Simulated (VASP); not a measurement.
# CdO (Fm-3m) in VASP: further runs

Runs on CdO. Level: r2SCAN. Tasks: single point.

All numbers are computed with VASP 6.6.1; they aren't measurements. Logs are shortened: lines on timing, memory, paths and dates and some standing lists are left out, and cuts for length are marked.

## 1. The cell of the first run

It takes space group Fm-3m (No. 225, cubic). Conventional cell: a = 4.798 Å, b = 4.798 Å, c = 4.798 Å, α = 90.00°, β = 90.00°, γ = 90.00°. Cd (site symmetry m-3m) has 6 O at 2.40 Å within 3.2 Å. O (site symmetry m-3m) has 6 Cd at 2.40 Å within 3.2 Å.

## 2. Single point, r2SCAN (13.81 Å³/atom)

Input file POSCAR:

```
CdO
1.0
    0.0000000000      2.3991503795      2.3991503795
    2.3991503795      0.0000000000      2.3991503795
    2.3991503795      2.3991503795      0.0000000000
Cd O
1 1
Direct
    0.0000000000      0.0000000000      0.0000000000
    0.5000000000      0.5000000000      0.5000000000
```

Input file INCAR.step1:

```
  PREC = Accurate
  ENCUT = 660
  ISMEAR = -1
  SIGMA = 0.02
  LREAL = False
  LASPH = True
  NELM = 120
  NBANDS = 16
  GGA = PE
  ALGO = Normal
  EDIFF = 1E-5
  LWAVE = True
  LCHARG = False
  GGA_COMPAT = False
```

Input file INCAR.step2:

```
  PREC = Accurate
  ENCUT = 660
  EDIFF = 1E-6
  ISMEAR = -1
  SIGMA = 0.02
  LREAL = False
  LASPH = True
  NELM = 120
  ALGO = Normal
  ISIF = 2
  LWAVE = False
  LCHARG = False
  METAGGA = R2SCAN
  LMIXTAU = True
  NBANDS = 16
  ISTART = 1
  GGA_COMPAT = False
```

Input file KPOINTS:

```
regular mesh
0
Gamma
  8 8 8
```

Potentials or basis: VASP PAW PBE potentials, release 64 (Cd, O).

Command:

```console
$ cat potpaw_PBE.64/Cd/POTCAR potpaw_PBE.64/O/POTCAR > POTCAR
$ cp INCAR.step1 INCAR
$ mpirun -np 1 vasp_std > vasp.out
$ cp INCAR.step2 INCAR
$ mpirun -np 1 vasp_std > vasp.out
```

OUTCAR:

```text
PREC = Accurate
   ENCUT = 660
   EDIFF = 1E-6
   ISMEAR = -1
   LREAL = False
   LASPH = True
   NELM = 120
   ISIF = 2
   METAGGA = R2SCAN
   ISTART = 1

 ion  position               nearest neighbor table
   1  0.000  0.000  0.000-   2 2.40   2 2.40   2 2.40   2 2.40   2 2.40   2 2.40
   2  0.500  0.500  0.500-   1 2.40   1 2.40   1 2.40   1 2.40   1 2.40   1 2.40

  LATTYP: Found a face centered cubic cell.
 ALAT       =     4.7983007590

  Lattice vectors:

 A1 = (   0.0000000000,   2.3991503795,   2.3991503795)
 A2 = (   2.3991503795,   0.0000000000,   2.3991503795)
 A3 = (   2.3991503795,   2.3991503795,   0.0000000000)

Analysis of symmetry for initial positions (statically):
=====================================================================
 Subroutine PRICEL returns:
 Original cell was already a primitive cell.

 Routine SETGRP: Setting up the symmetry group for a
 face centered cubic supercell.

 Subroutine GETGRP returns: Found 48 space group operations
 (whereof 48 operations were pure point group operations)
 out of a pool of 48 trial point group operations.

The static configuration has the point symmetry O_h .

Analysis of symmetry for dynamics (positions and initial velocities):
=====================================================================
 Subroutine PRICEL returns:
 Original cell was already a primitive cell.

 Routine SETGRP: Setting up the symmetry group for a
 face centered cubic supercell.

 Subroutine GETGRP returns: Found 48 space group operations
 (whereof 48 operations were pure point group operations)
 out of a pool of 48 trial point group operations.

The dynamic configuration has the point symmetry O_h .

 Subroutine INISYM returns: Found 48 space group operations
 (whereof 48 operations are pure point group operations),
 and found     1 'primitive' translations

----------------------------------------------------------------------------------------

                                     Primitive cell

  volume of cell :      27.6186

  direct lattice vectors                    reciprocal lattice vectors
     0.000000000  2.399150379  2.399150379    -0.208407111  0.208407111  0.208407111
     2.399150379  0.000000000  2.399150379     0.208407111 -0.208407111  0.208407111
     2.399150379  2.399150379  0.000000000     0.208407111  0.208407111 -0.208407111

  length of vectors
     3.392911005  3.392911005  3.392911005     0.360971705  0.360971705  0.360971705

  position of ions in fractional coordinates (direct lattice)
     0.000000000  0.000000000  0.000000000
     0.500000000  0.500000000  0.500000000

  ion indices of the primitive-cell ions
   primitive index   ion index
                 1           1
                 2           2

----------------------------------------------------------------------------------------

 KPOINTS: regular mesh

Automatic generation of k-mesh.
 Grid dimensions read from file:
 generate k-points for:    8    8    8

 Generating k-lattice:

  Cartesian coordinates                     Fractional coordinates (reciprocal lattice)
    -0.026050889  0.026050889  0.026050889     0.125000000  0.000000000  0.000000000
     0.026050889 -0.026050889  0.026050889     0.000000000  0.125000000  0.000000000
     0.026050889  0.026050889 -0.026050889     0.000000000  0.000000000  0.125000000

  Length of vectors
     0.045121463  0.045121463  0.045121463

  Shift w.r.t. Gamma in fractional coordinates (k-lattice)
     0.000000000  0.000000000  0.000000000

 Subroutine IBZKPT returns following result:
 ===========================================

 Found     29 irreducible k-points:

 Following reciprocal coordinates:
            Coordinates               Weight
  0.000000  0.000000  0.000000      1.000000
  0.125000  0.000000  0.000000      8.000000
  0.250000  0.000000  0.000000      8.000000
  0.375000  0.000000  0.000000      8.000000
  0.500000  0.000000  0.000000      4.000000
  0.125000  0.125000  0.000000      6.000000
[... 16 lines left out ...]
  0.500000  0.250000  0.125000     48.000000
 -0.375000  0.250000  0.125000     24.000000
 [... further k-points ...]
   k-points           NKPTS =     29   k-points in BZ     NKDIM =     29   number of bands    NBANDS=     16
   number of dos      NEDOS =    301   number of ions     NIONS =      2
   total plane-waves  NPLWV =  21952
   dimension x,y,z NGX =    28 NGY =   28 NGZ =   28
   dimension x,y,z NGXF=    56 NGYF=   56 NGZF=   56
   ions per type =               1   1
   NGX,Y,Z   is equivalent  to a cutoff of  13.72, 13.72, 13.72 a.u.
   NGXF,Y,Z  is equivalent  to a cutoff of  27.44, 27.44, 27.44 a.u.
 SYSTEM =  unknown system
   PREC   = accura    normal or accurate (medium, high low for compatibility)
   ISTART =      1    job   : 0-new  1-cont  2-samecut
   ICHARG =      0    charge: 1-file 2-atom 10-const
   ISPIN  =      1    spin polarized calculation?
   LNONCOLLINEAR =      F non collinear calculations
   LSORBIT =      F    spin-orbit coupling
   LASPH  =      T    aspherical Exc in radial PAW
   ENCUT  =  660.0 eV  48.51 Ry    6.96 a.u.   7.11  7.11  7.11*2*pi/ulx,y,z
   NELM   =    120;   NELMIN=  2; NELMDL=  0     # of ELM steps
   EDIFF  = 0.1E-05   stopping-criterion for ELM
   LREAL  =      F    real-space projection
   EDIFFG = 0.1E-04   stopping-criterion for IOM
   NSW    =      0    number of steps for IOM
   IBRION =     -1    ionic relax: 0-MD 1-quasi-New 2-CG
   NFREE  =      0    steps in history (QN), initial steepest desc. (CG)
   ISIF   =      2    stress and relaxation
   ISYM   =      2    0-nonsym 1-usesym 2-fastsym
   POTIM  = 0.5000    time-step for ionic-motion
   TEBEG  =    0.0;   TEEND  =   0.0 temperature during run
   PSTRESS=    0.0 pullay stress
   NELECT =      18.0000    total number of electrons
   NUPDOWN=      -1.0000    fix difference up-down
   EMIN   =  10.00;   EMAX   =-10.00  energy-range for DOS
   EFERMI =   0.00;   METHOD = LEGACY
   ISMEAR =    -1;   SIGMA  =   0.02  broadening in eV -4-tet -1-fermi 0-gaus
   EFERMI_NEDOS =   21; number of points for ismear=-14 and -15
   IALGO  =     38    algorithm
   IMIX   =      4    mixing-type and parameters
     AMIX     =   0.40;   BMIX     =  1.00
     AMIX_MAG =   1.60;   BMIX_MAG =  1.00
  volume/ion in A,a.u.               =      13.81        93.19
  Fermi-wavevector in a.u.,A,eV,Ry     =   1.419378  2.682236 27.410774  2.014635
  Thomas-Fermi vector in A             =   2.540405
   LORBIT       =      0    0 simple, 1 ext, 2 COOP (PROOUT), +10 PAW based schemes
   METAGGA = R2SCAN    functional components
   LHFCALC =     F    Hartree Fock is set to
   AEXX    =    0.0000 exact exchange contribution
   IVDW    =     0    specifies the selected vdW correction
   LEPSILON=     F    determine dielectric tensor
   LRPA    =     F    only Hartree local field effects (RPA)
 non-spin polarized calculation
  energy-cutoff  :      660.00
  volume of cell :       27.62
 maximum number of plane-waves:      1090
   NGX = 15   NGY = 15   NGZ = 15

 number of electron      17.9999995 magnetization

 Free energy of the ion-electron system (eV)
  ---------------------------------------------------
  ext. energy  EPLUGINS =         0.00000000
  ---------------------------------------------------
  free energy    TOTEN  =       -28.53999197 eV

  energy without entropy =      -28.53968744  energy(sigma->0) =      -28.53983970

 E-fermi :   1.1900     XC(G=0): -11.9510

 val. band max:        1.1450721887   @ k =   0.5000   0.0000   0.0000
 cond. band min:       2.3912631960   @ k =   0.1250   0.0000   0.0000
 fundamental gap:      1.2461910072
 Fermi energy:         1.1899523081

 k-point     1 :       0.0000    0.0000    0.0000
  band No.  band energies     occupation
      1     -16.7168      2.00000
      2      -5.6364      2.00000
      3      -5.6364      2.00000
      4      -5.6364      2.00000
      5      -5.3588      2.00000
      6      -5.3588      2.00000
[... 8 lines left out ...]
     15      19.5412      0.00000
     16      19.5412      0.00000

 k-point     2 :       0.1250    0.0000    0.0000
  band No.  band energies     occupation
      1     -16.6302      2.00000
      2      -5.6854      2.00000
      3      -5.6219      2.00000
      4      -5.6219      2.00000
      5      -5.4339      2.00000
      6      -5.4339      2.00000
[... 8 lines left out ...]
     15      19.9792      0.00000
     16      19.9792      0.00000

 k-point     3 :       0.2500    0.0000    0.0000
  band No.  band energies     occupation
      1     -16.4127      2.00000
      2      -5.8741      2.00000
      3      -5.8019      2.00000
      4      -5.8019      2.00000
      5      -5.3733      2.00000
      6      -5.3733      2.00000
[... 8 lines left out ...]
     15      20.9486      0.00000
     16      20.9487      0.00000

 k-point     4 :       0.3750    0.0000    0.0000
  band No.  band energies     occupation
      1     -16.1817      2.00000
      2      -6.1741      2.00000
      3      -6.0304      2.00000
      4      -6.0304      2.00000
      5      -5.2326      2.00000
      6      -5.2326      2.00000
[... 8 lines left out ...]
     15      22.3538      0.00000
     16      22.3538      0.00000
[... 324 lines left out ...]
 k-point    22 :       0.3750    0.2500    0.1250
  band No.  band energies     occupation
      1     -16.3042      2.00000
      2      -5.9510      2.00000
      3      -5.8122      2.00000
      4      -5.7077      2.00000
      5      -5.4010      2.00000
      6      -5.1757      2.00000
[... 8 lines left out ...]
     15      22.9983      0.00000
     16      23.3055      0.00000

 k-point    23 :       0.5000    0.2500    0.1250
  band No.  band energies     occupation
      1     -16.1578      2.00000
      2      -5.9926      2.00000
      3      -5.9017      2.00000
      4      -5.7987      2.00000
      5      -5.2765      2.00000
      6      -5.1178      2.00000
[... 8 lines left out ...]
     15      22.0887      0.00000
     16      23.8100      0.00000

 k-point    24 :      -0.3750    0.2500    0.1250
  band No.  band energies     occupation
      1     -16.0960      2.00000
      2      -6.0621      2.00000
      3      -5.8557      2.00000
      4      -5.8550      2.00000
      5      -5.1680      2.00000
      6      -5.1662      2.00000
[... 8 lines left out ...]
     15      20.9491      0.00000
     16      24.4337      0.00000

 [... further k-points ...]

------------------------ aborting loop because EDIFF is reached ----------------------------------------

  FORCE on cell =-STRESS in cart. coord.  units (eV):
  Direction    XX          YY          ZZ          XY          YZ          ZX
  --------------------------------------------------------------------------------------
  -------------------------------------------------------------------------------------
  Total       -1.1022214     -1.1022214     -1.1022214      0.0000000      0.0000000     -0.0000000
  in kB      -63.9406444    -63.9406444    -63.9406444      0.0000000      0.0000000     -0.0000000
  external PRESSURE =     -63.9406444 kB  Pullay stress =       0.0000000 kB

 VOLUME and BASIS-vectors are now :
 -----------------------------------------------------------------------------
  energy-cutoff  :      660.00
  volume of cell :       27.62
      direct lattice vectors                 reciprocal lattice vectors
     0.000000000  2.399150379  2.399150379    -0.208407111  0.208407111  0.208407111
     2.399150379  0.000000000  2.399150379     0.208407111 -0.208407111  0.208407111
     2.399150379  2.399150379  0.000000000     0.208407111  0.208407111 -0.208407111

 POSITION                                       TOTAL-FORCE (eV/Angst)
 -----------------------------------------------------------------------------------
      0.00000      0.00000      0.00000        -0.000000     -0.000000     -0.000000
      2.39915      2.39915      2.39915         0.000000      0.000000      0.000000
 -----------------------------------------------------------------------------------
    total drift:                                0.000000      0.000000      0.000000

  FREE ENERGIE OF THE ION-ELECTRON SYSTEM (eV)
  ---------------------------------------------------
  free  energy   TOTEN  =       -28.5399919675 eV

  energy  without entropy=      -28.5396874359  energy(sigma->0) =      -28.53983970
```

It took 56 s on 1 thread of Intel Xeon Platinum 8375C at 2.90GHz (Ice Lake), shared host; peak memory 0.17 GiB.

What came out:

* Free energy: -28.5400 eV
* Pressure: -6.4 GPa
* Band gap on the k mesh: zero (bands 9 and 10 overlap by 0.05 eV)

Levels at points of the mesh, in eV from the Fermi level:
```tsv
k point	band 5	band 6	band 7	band 8	band 9	band 10	band 11	band 12	band 13	band 14
(0.00, 0.00, 0.00)	-6.55	-6.55	-1.17	-1.17	-1.17	-0.10	15.52	17.27	17.27	17.27
(0.50, 0.00, 0.00)	-6.36	-6.36	-3.71	-0.04	-0.04	4.97	7.52	12.43	12.43	17.83
(0.50, 0.50, 0.00)	-6.25	-6.00	-3.94	-2.07	-2.07	4.24	8.99	11.49	13.75	13.75
```

Caveat: the cell stands under tension; semilocal functionals underestimate gaps, so a narrow gap can read as zero; the PAW data sets were made with another functional, which shifts forces and pressure a little.

## 3. Single point, r2SCAN

This run uses another cell than the first one, of 13.03 Å³/atom.

Input file POSCAR:

```
CdO
1.0
    0.0000000000      2.3530013813      2.3530013813
    2.3530013813      0.0000000000      2.3530013813
    2.3530013813      2.3530013813      0.0000000000
Cd O
1 1
Direct
    0.0000000000      0.0000000000      0.0000000000
    0.5000000000      0.5000000000      0.5000000000
```

Input file INCAR.step1:

```
SYSTEM = CdO
PREC = Accurate ; ENCUT = 660
ISMEAR = -1 ; SIGMA = 0.02
LREAL = .FALSE. ; LASPH = .TRUE.
NELM = 120 ; NBANDS = 16
GGA = PE ; ALGO = Normal
EDIFF = 1E-5 ; LWAVE = .TRUE.
LCHARG = .FALSE. ; GGA_COMPAT = .FALSE.
```

Input file INCAR.step2:

```
SYSTEM = CdO
PREC = Accurate ; ENCUT = 660
EDIFF = 1E-6 ; ISMEAR = -1
SIGMA = 0.02 ; LREAL = .FALSE.
LASPH = .TRUE. ; NELM = 120
ALGO = Normal ; ISIF = 2
LWAVE = .FALSE. ; LCHARG = .FALSE.
METAGGA = R2SCAN ; LMIXTAU = .TRUE.
NBANDS = 16 ; ISTART = 1
GGA_COMPAT = .FALSE.
```

Input file KPOINTS:

```
regular mesh
0
G
  10 10 10
  0 0 0
```

Potentials or basis: VASP PAW PBE potentials, release 64 (Cd, O).

Command:

```console
$ cat potpaw_PBE.64/Cd/POTCAR potpaw_PBE.64/O/POTCAR > POTCAR
$ cp INCAR.step1 INCAR
$ mpirun -np 1 vasp_std > vasp.out
$ cp INCAR.step2 INCAR
$ mpirun -np 1 vasp_std > vasp.out
```

Wall time 82 s (1 thread of Intel Xeon Platinum 8375C at 2.90GHz (Ice Lake), shared host); peak memory 0.18 GiB.

The run converged. Its results:

* Free energy: -28.5628 eV
* Pressure: 1.5 GPa
* Band gap on the k mesh: 0.07 eV (least direct gap 1.40 eV)

Levels at points of the mesh, in eV from the valence-band top:
| k point | band 7 | band 8 | band 9 | band 10 | band 11 | band 12 |
| --- | --- | --- | --- | --- | --- | --- |
| (0.00, 0.00, 0.00) | -1.33 | -1.33 | -1.33 | 0.07 | 15.71 | 17.74 |
| (0.50, 0.00, 0.00) | -3.82 | 0.00 | 0.00 | 5.07 | 8.00 | 12.80 |
| (0.50, 0.50, 0.00) | -4.30 | -2.31 | -2.31 | 4.55 | 9.31 | 11.77 |

Caveat: the PAW data sets were made with another functional, which shifts forces and pressure a little. A k mesh can miss the band edges.
